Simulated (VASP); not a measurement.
# Cu (Fm-3m) in VASP: settings compared

Aim: see how the results for Cu move with the level of theory and the settings. Levels: LDA, PBEsol, PBE. Tasks: single point.

Program: VASP 6.6.1. These are calculated values, not measurements. Logs are shortened: lines on timing, memory, paths and dates and some standing lists are left out, and cuts for length are marked.

## (1) The cell of the first run

The structure is cubic, space group Fm-3m (No. 225). The conventional cell has a = 3.577 Å, b = 3.577 Å, c = 3.577 Å, α = 90.00°, β = 90.00°, γ = 90.00°. Within 3.3 Å of Cu (site symmetry m-3m) lie 12 Cu at 2.53 Å.

## (2) Single point, LDA

INCAR reads:

```
SYSTEM = Cu
  PREC = Accurate
  ENCUT = 520
  EDIFF = 1E-7
  ISMEAR = -1
  SIGMA = 0.05
  LREAL = .FALSE.
  LASPH = .TRUE.
  NELM = 80
  ALGO = Normal
  ISIF = 2
  LWAVE = .FALSE.
  LCHARG = .FALSE.
  NBANDS = 12
```

KPOINTS reads:

```
regular mesh
0
G
  17 17 17
  0 0 0
```

POSCAR reads:

```
Cu
1.0
    0.0000000000      1.7887153358      1.7887153358
    1.7887153358      0.0000000000      1.7887153358
    1.7887153358      1.7887153358      0.0000000000
Cu
1
Direct
    0.0000000000      0.0000000000      0.0000000000
```

Potentials or basis: VASP PAW LDA potentials, release 64 (Cu).

Command:

```sh
cat potpaw_LDA.64/Cu/POTCAR > POTCAR
mpirun -np 1 vasp_std > vasp.out
```

OUTCAR:

```text
SYSTEM = Cu
   PREC = Accurate
   ENCUT = 520
   EDIFF = 1E-7
   ISMEAR = -1
   LREAL = .FALSE.
   LASPH = .TRUE.
   NELM = 80
   ISIF = 2

 ion  position               nearest neighbor table
   1  0.000  0.000  0.000-

  LATTYP: Found a face centered cubic cell.
 ALAT       =     3.5774306716

  Lattice vectors:

 A1 = (   0.0000000000,   1.7887153358,   1.7887153358)
 A2 = (   1.7887153358,   0.0000000000,   1.7887153358)
 A3 = (   1.7887153358,   1.7887153358,   0.0000000000)

Analysis of symmetry for initial positions (statically):
[... 5 lines left out ...]
 face centered cubic supercell.

 Subroutine GETGRP returns: Found 48 space group operations
 (whereof 48 operations were pure point group operations)
 out of a pool of 48 trial point group operations.

The static configuration has the point symmetry O_h .

Analysis of symmetry for dynamics (positions and initial velocities):
[... 5 lines left out ...]
 face centered cubic supercell.

 Subroutine GETGRP returns: Found 48 space group operations
 (whereof 48 operations were pure point group operations)
 out of a pool of 48 trial point group operations.

The dynamic configuration has the point symmetry O_h .

 Subroutine INISYM returns: Found 48 space group operations
 (whereof 48 operations are pure point group operations),
 and found     1 'primitive' translations

----------------------------------------------------------------------------------------

                                     Primitive cell

  volume of cell :      11.4460

  direct lattice vectors                    reciprocal lattice vectors
     0.000000000  1.788715336  1.788715336    -0.279530225  0.279530225  0.279530225
     1.788715336  0.000000000  1.788715336     0.279530225 -0.279530225  0.279530225
     1.788715336  1.788715336  0.000000000     0.279530225  0.279530225 -0.279530225

  length of vectors
     2.529625487  2.529625487  2.529625487     0.484160552  0.484160552  0.484160552

  position of ions in fractional coordinates (direct lattice)
     0.000000000  0.000000000  0.000000000

  ion indices of the primitive-cell ions
   primitive index   ion index
                 1           1

----------------------------------------------------------------------------------------

 KPOINTS: regular mesh

Automatic generation of k-mesh.
 Grid dimensions read from file:
 generate k-points for:   17   17   17

 Generating k-lattice:

[... 60 lines left out ...]
   NELM   =     80;   NELMIN=  2; NELMDL= -5     # of ELM steps
   EDIFF  = 0.1E-06   stopping-criterion for ELM
   LREAL  =      F    real-space projection
   EDIFFG = 0.1E-05   stopping-criterion for IOM
   NSW    =      0    number of steps for IOM
   IBRION =     -1    ionic relax: 0-MD 1-quasi-New 2-CG
   NFREE  =      0    steps in history (QN), initial steepest desc. (CG)
   ISIF   =      2    stress and relaxation
   ISYM   =      2    0-nonsym 1-usesym 2-fastsym
   POTIM  = 0.5000    time-step for ionic-motion
   TEBEG  =    0.0;   TEEND  =   0.0 temperature during run
   PSTRESS=    0.0 pullay stress
   NELECT =      11.0000    total number of electrons
   NUPDOWN=      -1.0000    fix difference up-down
   EMIN   =  10.00;   EMAX   =-10.00  energy-range for DOS
   EFERMI =   0.00;   METHOD = LEGACY
   ISMEAR =    -1;   SIGMA  =   0.05  broadening in eV -4-tet -1-fermi 0-gaus
   EFERMI_NEDOS =   21; number of points for ismear=-14 and -15
   IALGO  =     38    algorithm
   IMIX   =      4    mixing-type and parameters
     AMIX     =   0.40;   BMIX     =  1.00
     AMIX_MAG =   1.60;   BMIX_MAG =  1.00
  volume/ion in A,a.u.               =      11.45        77.24
  Fermi-wavevector in a.u.,A,eV,Ry     =   1.615553  3.052952 35.511355  2.610011
  Thomas-Fermi vector in A             =   2.710282
   LORBIT       =      0    0 simple, 1 ext, 2 COOP (PROOUT), +10 PAW based schemes
   GGA     = CA    functional components
   LHFCALC =     F    Hartree Fock is set to
   AEXX    =    0.0000 exact exchange contribution
   IVDW    =     0    specifies the selected vdW correction
   LEPSILON=     F    determine dielectric tensor
   LRPA    =     F    only Hartree local field effects (RPA)
 non-spin polarized calculation
  energy-cutoff  :      520.00
  volume of cell :       11.45
 maximum number of plane-waves:       331
   NGX =  9   NGY =  9   NGZ =  9

 number of electron      11.0000012 magnetization

 Free energy of the ion-electron system (eV)
  ---------------------------------------------------
  ext. energy  EPLUGINS =         0.00000000
  ---------------------------------------------------
  free energy    TOTEN  =        -4.69555465 eV

  energy without entropy =       -4.69307803  energy(sigma->0) =       -4.69431634

 E-fermi :   7.8048     XC(G=0): -13.2875

 val. band max:        7.6808632673   @ k =  -0.4118   0.1176   0.0000
 cond. band min:       7.8450409386   @ k =  -0.3529   0.1765   0.0000
 fundamental gap:      0.1641776713
 Fermi energy:         7.8048258747

 k-point     1 :       0.0000    0.0000    0.0000
  band No.  band energies     occupation
      1      -1.8522      2.00000
      2       4.5577      2.00000
      3       4.5577      2.00000
      4       4.5577      2.00000
      5       5.4366      2.00000
      6       5.4366      2.00000
      7      30.6701      0.00000
      8      33.3806      0.00000
      9      33.3806      0.00000
     10      33.3806      0.00000
     11      35.9408      0.00000
     12      35.9408      0.00000
[... 331 lines left out ...]
 k-point    24 :      -0.1176    0.0588    0.0000
  band No.  band energies     occupation
      1      -1.0495      2.00000
      2       4.3875      2.00000
      3       4.6952      2.00000
      4       4.6998      2.00000
      5       5.3243      2.00000
      6       5.4751      2.00000
      7      26.3098      0.00000
      8      28.8835      0.00000
      9      32.5030      0.00000
     10      33.8425      0.00000
     11      36.4519      0.00000
     12      36.8830      0.00000

 [... further k-points ...]
[... 5 lines left out ...]
  --------------------------------------------------------------------------------------
  -------------------------------------------------------------------------------------
  Total       -0.5496828     -0.5496828     -0.5496828      0.0000000     -0.0000000      0.0000000
  in kB      -76.9429868    -76.9429868    -76.9429868      0.0000000     -0.0000000      0.0000000
  external PRESSURE =     -76.9429868 kB  Pullay stress =       0.0000000 kB

 VOLUME and BASIS-vectors are now :
 -----------------------------------------------------------------------------
  energy-cutoff  :      520.00
  volume of cell :       11.45
      direct lattice vectors                 reciprocal lattice vectors
     0.000000000  1.788715336  1.788715336    -0.279530225  0.279530225  0.279530225
     1.788715336  0.000000000  1.788715336     0.279530225 -0.279530225  0.279530225
     1.788715336  1.788715336  0.000000000     0.279530225  0.279530225 -0.279530225

 POSITION                                       TOTAL-FORCE (eV/Angst)
 -----------------------------------------------------------------------------------
      0.00000      0.00000      0.00000        -0.000000     -0.000000     -0.000000
 -----------------------------------------------------------------------------------
    total drift:                                0.000000      0.000000      0.000000

  FREE ENERGIE OF THE ION-ELECTRON SYSTEM (eV)
  ---------------------------------------------------
  free  energy   TOTEN  =        -4.6955546502 eV

  energy  without entropy=       -4.6930780309  energy(sigma->0) =       -4.69431634
```

stdout:

```text
POSCAR found type information on POSCAR Cu
 POSCAR found :  1 types and       1 ions
 scaLAPACK will be used
 LDA part: xc-table for (Slater(with rela. corr.)+CA(PZ))
 , standard interpolation
 POSCAR, INCAR and KPOINTS ok, starting setup
 FFT: planning ... GRIDC
 FFT: planning ... GRID_SOFT
 FFT: planning ... GRID
 WAVECAR not read
 entering main loop
```

Wall time 14 s (1 thread of Intel Xeon 6975P-C, shared host); peak memory 0.13 GiB.

What came out:

- Free energy: -4.6956 eV
- Pressure: -7.7 GPa

## (3) Single point, PBEsol

INCAR reads:

```
SYSTEM = Cu
PREC = Accurate
ENCUT = 520
EDIFF = 1E-7
ISMEAR = -1
SIGMA = 0.05
LREAL = .False.
LASPH = .True.
NELM = 80
ALGO = Normal
ISIF = 2
LWAVE = .False.
LCHARG = .False.
GGA = PS
NBANDS = 12
```

KPOINTS reads:

```
regular mesh
0
Gamma
  17 17 17
  0 0 0
```

POSCAR is that of step 2.

Potentials or basis: VASP PAW PBE potentials, release 64 (Cu).

Command:

```sh
cat potpaw_PBE.64/Cu/POTCAR > POTCAR
mpirun -np 1 vasp_std > vasp.out
```

OUTCAR:

```text
SYSTEM = Cu
   PREC = Accurate
   ENCUT = 520
   EDIFF = 1E-7
   ISMEAR = -1
   LREAL = .False.
   LASPH = .True.
   NELM = 80
   ISIF = 2
   GGA = PS

 ion  position               nearest neighbor table
   1  0.000  0.000  0.000-

  LATTYP: Found a face centered cubic cell.
 ALAT       =     3.5774306716

  Lattice vectors:

 A1 = (   0.0000000000,   1.7887153358,   1.7887153358)
 A2 = (   1.7887153358,   0.0000000000,   1.7887153358)
 A3 = (   1.7887153358,   1.7887153358,   0.0000000000)

Analysis of symmetry for initial positions (statically):
[... 5 lines left out ...]
 face centered cubic supercell.

 Subroutine GETGRP returns: Found 48 space group operations
 (whereof 48 operations were pure point group operations)
 out of a pool of 48 trial point group operations.

The static configuration has the point symmetry O_h .

Analysis of symmetry for dynamics (positions and initial velocities):
[... 5 lines left out ...]
 face centered cubic supercell.

 Subroutine GETGRP returns: Found 48 space group operations
 (whereof 48 operations were pure point group operations)
 out of a pool of 48 trial point group operations.

The dynamic configuration has the point symmetry O_h .

 Subroutine INISYM returns: Found 48 space group operations
[... 144 lines left out ...]
 val. band max:        7.7324694097   @ k =   0.4706   0.1765   0.0000
 cond. band min:       7.9013121525   @ k =  -0.3529   0.1765   0.0000
 fundamental gap:      0.1688427428
 Fermi energy:         7.8571108266

 k-point     1 :       0.0000    0.0000    0.0000
  band No.  band energies     occupation
      1      -1.8376      2.00000
      2       4.6607      2.00000
      3       4.6607      2.00000
      4       4.6607      2.00000
      5       5.5336      2.00000
      6       5.5336      2.00000
      7      30.6274      0.00000
      8      33.4851      0.00000
      9      33.4851      0.00000
     10      33.4851      0.00000
     11      35.9890      0.00000
     12      35.9890      0.00000
[... 331 lines left out ...]
 k-point    24 :      -0.1176    0.0588    0.0000
  band No.  band energies     occupation
      1      -1.0343      2.00000
      2       4.4886      2.00000
      3       4.7977      2.00000
      4       4.8017      2.00000
      5       5.4211      2.00000
      6       5.5717      2.00000
      7      26.3422      0.00000
      8      28.9290      0.00000
      9      32.5336      0.00000
     10      33.9373      0.00000
     11      36.4426      0.00000
     12      36.9300      0.00000

 [... further k-points ...]
[... 5 lines left out ...]
  --------------------------------------------------------------------------------------
  -------------------------------------------------------------------------------------
  Total       -0.0985806     -0.0985806     -0.0985806      0.0000000     -0.0000000      0.0000000
  in kB      -13.7990263    -13.7990263    -13.7990263      0.0000000     -0.0000000      0.0000000
  external PRESSURE =     -13.7990263 kB  Pullay stress =       0.0000000 kB

 VOLUME and BASIS-vectors are now :
 -----------------------------------------------------------------------------
  energy-cutoff  :      520.00
  volume of cell :       11.45
      direct lattice vectors                 reciprocal lattice vectors
     0.000000000  1.788715336  1.788715336    -0.279530225  0.279530225  0.279530225
     1.788715336  0.000000000  1.788715336     0.279530225 -0.279530225  0.279530225
     1.788715336  1.788715336  0.000000000     0.279530225  0.279530225 -0.279530225

 POSITION                                       TOTAL-FORCE (eV/Angst)
 -----------------------------------------------------------------------------------
      0.00000      0.00000      0.00000         0.000000      0.000000      0.000000
 -----------------------------------------------------------------------------------
    total drift:                                0.000000     -0.000000      0.000000

  FREE ENERGIE OF THE ION-ELECTRON SYSTEM (eV)
  ---------------------------------------------------
  free  energy   TOTEN  =        -4.3086317674 eV

  energy  without entropy=       -4.3062686869  energy(sigma->0) =       -4.30745023
```

OSZICAR:

```text
N       E                     dE             d eps       ncg     rms          rms(c)
DAV:   1     0.433907492874E+02    0.43391E+02   -0.53644E+03  4336   0.153E+03
DAV:   2    -0.401838477523E+01   -0.47409E+02   -0.43803E+02  4092   0.206E+02
DAV:   3    -0.539830797857E+01   -0.13799E+01   -0.13712E+01  4612   0.405E+01
DAV:   4    -0.540695240066E+01   -0.86444E-02   -0.86432E-02  4516   0.284E+00
DAV:   5    -0.540703054128E+01   -0.78141E-04   -0.78139E-04  4776   0.272E-01    0.843E+00
DAV:   6    -0.474672141610E+01    0.66031E+00   -0.17203E+01  4752   0.791E+01    0.421E+00
DAV:   7    -0.432344484341E+01    0.42328E+00   -0.26207E+00  4768   0.307E+01    0.599E-01
DAV:   8    -0.431028303506E+01    0.13162E-01   -0.52623E-03  4536   0.104E+00    0.301E-01
DAV:   9    -0.430862229394E+01    0.16607E-02   -0.89058E-03  4916   0.161E+00    0.201E-02
DAV:  10    -0.430863083891E+01   -0.85450E-05   -0.24817E-05  5296   0.740E-02    0.707E-03
DAV:  11    -0.430863174344E+01   -0.90453E-06   -0.84659E-07  4948   0.180E-02    0.264E-04
DAV:  12    -0.430863176739E+01   -0.23949E-07   -0.81795E-09  2740   0.118E-03
   1 F= -.43086318E+01 E0= -.43074502E+01  d E =-.236308E-02
```

stdout:

```text
POSCAR found type information on POSCAR Cu
 POSCAR found :  1 types and       1 ions
 scaLAPACK will be used
 -----------------------------------------------------------------------------
|                                                                             |
|                                                                             |
|     You enforced a specific xc type in the INCAR file but a different       |
|     I HOPE YOU KNOW WHAT YOU ARE DOING!                                     |
|                                                                             |
 -----------------------------------------------------------------------------

 LDA part: xc-table for (Slater+PW92), standard interpolation
 POSCAR, INCAR and KPOINTS ok, starting setup
 FFT: planning ... GRIDC
 FFT: planning ... GRID_SOFT
 FFT: planning ... GRID
 WAVECAR not read
 entering main loop
```

It took 14 s on 1 thread of Intel Xeon 6975P-C, shared host; peak memory 0.14 GiB.

What came out:

```
Free energy : -4.3086 eV
Pressure    : -1.4 GPa
```

Levels at points of the mesh, in eV from the Fermi level:
```
           k point  band 4  band 5  band 6  band 7  band 8  band 9
(0.00, 0.00, 0.00)   -3.20   -2.32   -2.32   22.77   25.63   25.63
```

Caveat: the PAW data sets were made with another functional, which shifts forces and pressure a little.

## (4) Single point, PBE

INCAR reads:

```
SYSTEM = Cu
  PREC = Accurate
  ENCUT = 520
  EDIFF = 1E-7
  ISMEAR = -1
  SIGMA = 0.05
  LREAL = .FALSE.
  LASPH = .TRUE.
  NELM = 60
  ALGO = Normal
  ISIF = 2
  LWAVE = .FALSE.
  LCHARG = .TRUE.
  GGA = PE
  LELF = .TRUE.
  LVHAR = .TRUE.
  NBANDS = 12
```

KPOINTS reads:

```
Automatic mesh
0
G
  17 17 17
  0 0 0
```

POSCAR is that of step 3.

Command:

```sh
cat potpaw_PBE.64/Cu/POTCAR > POTCAR
mpirun -np 1 vasp_std > vasp.out
```

Run time: 18 s. Hardware: 1 thread of Intel Xeon 6975P-C, shared host; peak memory 0.14 GiB.

The run converged. Its results:

| Quantity | Value |
| --- | --- |
| Free energy | -3.7156 eV |
| Pressure | 7.2 GPa |

Levels at points of the mesh, in eV from the Fermi level:
| k point | band 2 | band 3 | band 4 | band 5 | band 6 | band 7 | band 8 | band 9 | band 10 | band 11 |
| --- | --- | --- | --- | --- | --- | --- | --- | --- | --- | --- |
| (0.00, 0.00, 0.00) | -3.21 | -3.21 | -3.21 | -2.35 | -2.35 | 22.77 | 25.66 | 25.66 | 25.66 | 28.18 |

## (5) Single point, PBE, non-collinear spin, zero start, spin-orbit coupling

INCAR reads:

```
PREC = Accurate ; ENCUT = 520
EDIFF = 1E-7 ; ISMEAR = -1
SIGMA = 0.05 ; LREAL = False
LASPH = True ; NELM = 150
ALGO = Normal ; ISIF = 2
LWAVE = False ; LCHARG = False
MAGMOM = 0 0 0 ; LORBIT = 11
LSORBIT = True ; GGA_COMPAT = False
LORBMOM = True ; LMAXMIX = 4
GGA = PE ; NBANDS = 22
```

KPOINTS reads:

```
Automatic mesh
0
Gamma
  17 17 17
```

POSCAR is that of step 4.

Command:

```sh
cat potpaw_PBE.64/Cu/POTCAR > POTCAR
mpirun -np 1 vasp_ncl > vasp.out
```

Wall time 76 s (1 thread of Intel Xeon 6975P-C, shared host); peak memory 0.2 GiB.

The run converged. Its results:

* Free energy: -3.7222 eV
* Pressure: 7.2 GPa
* Net moment: 0.00 μB per cell
* Valence electrons inside the program's atomic spheres: Cu 10.04

Moments on the atoms (μB; x, y, z):
```
Cu  0.00 0.00 0.00
```

## (6) The runs side by side

```csv
level,potentials or basis,spin,gap on the mesh (eV),pressure (GPa)
LDA,"VASP PAW LDA potentials, release 64 (Cu)",off,none,-7.7
PBEsol,"VASP PAW PBE potentials, release 64 (Cu)",off,none,-1.4
PBE,"VASP PAW PBE potentials, release 64 (Cu)",off,none,7.2
PBE,"VASP PAW PBE potentials, release 64 (Cu)","non-collinear, zero start, SOC",-,7.2
```

Alike in all rows: task single point; cell as given; k mesh 17 × 17 × 17; cutoff (eV) 520; smearing fermi-dirac 0.05 eV.

Caveats: the PAW data sets were made with another functional, which shifts forces and pressure a little (some runs).

Absolute energies hang on the potentials; compare differences alone.
